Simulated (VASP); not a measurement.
Write the native input for VASP 6.6.1 that does the following.

```yaml
Task: single point
Functional: PBEsol-based screened hybrid with 25 % exact exchange
Potentials_or_basis: VASP PAW PBE potentials, release 64 (Cl, Na_pv)
Cutoff: 520 eV
k_mesh: 4 × 4 × 4
Occupations: fermi-dirac, width 0.05 eV
Spin: no spin polarisation
Dipole_correction: no
Grid_for_exact_exchange_PRECFOCK: Normal
Share_of_exact_exchange: 0.25
Further_INCAR_settings: ALGO = Normal; EDIFF = 1e-06; NBANDS = 14
Screening_parameter: 0.207 1/Å
```

NaCl:

```
Cl Na
1.0
     0.00000    2.79274    2.79274
     2.79274    0.00000    2.79274
     2.79274    2.79274    0.00000
Cl Na
1 1
Direct
  0.50000 0.50000 0.50000
  0.00000 0.00000 0.00000
```

One way to write it, as run:

POSCAR

```
NaCl
1.0
    0.0000000000      2.7927408096      2.7927408096
    2.7927408096      0.0000000000      2.7927408096
    2.7927408096      2.7927408096      0.0000000000
Cl Na
1 1
Direct
    0.5000000000      0.5000000000      0.5000000000
    0.0000000000      0.0000000000      0.0000000000
```

INCAR.step1

```
SYSTEM = NaCl
  PREC = Accurate
  ENCUT = 520
  EDIFF = 1E-5
  ISMEAR = -1
  SIGMA = 0.05
  LREAL = .False.
  LASPH = .True.
  NELM = 80
  ALGO = Normal
  ISIF = 2
  LWAVE = .True.
  LCHARG = .False.
  GGA = PE
  NBANDS = 14
```

INCAR.step2

```
SYSTEM = NaCl
  PREC = Accurate
  ENCUT = 520
  EDIFF = 1E-6
  ISMEAR = -1
  SIGMA = 0.05
  LREAL = .False.
  LASPH = .True.
  NELM = 80
  ALGO = Normal
  ISIF = 2
  LWAVE = .False.
  LCHARG = .False.
  GGA = PS
  LHFCALC = .True.
  AEXX = 0.25
  HFSCREEN = 0.207
  PRECFOCK = Normal
  ISTART = 1
  NBANDS = 14
```

KPOINTS

```
Automatic mesh
0
Gamma
  4 4 4
  0 0 0
```

Potentials or basis: VASP PAW PBE potentials, release 64 (Cl, Na_pv).

The run is started by

```bash
$ cat potpaw_PBE.64/Cl/POTCAR potpaw_PBE.64/Na_pv/POTCAR > POTCAR
$ cp INCAR.step1 INCAR
$ mpirun -np 1 vasp_std > vasp.out
$ cp INCAR.step2 INCAR
$ mpirun -np 1 vasp_std > vasp.out
```

Results of the run:

* Pressure: 0.0 GPa
* Band gap on the k mesh: 6.44 eV

Caveat: the k points lie up to 0.49 Å⁻¹ apart; the PAW data sets were made with another functional, which shifts forces and pressure a little.

It took 4.5 min on 1 thread of Intel(R) Xeon(R) Platinum 8259CL CPU @ 2.50GHz (Skylake/Cascade Lake), with other jobs on the host, peak memory 0.25 GiB.
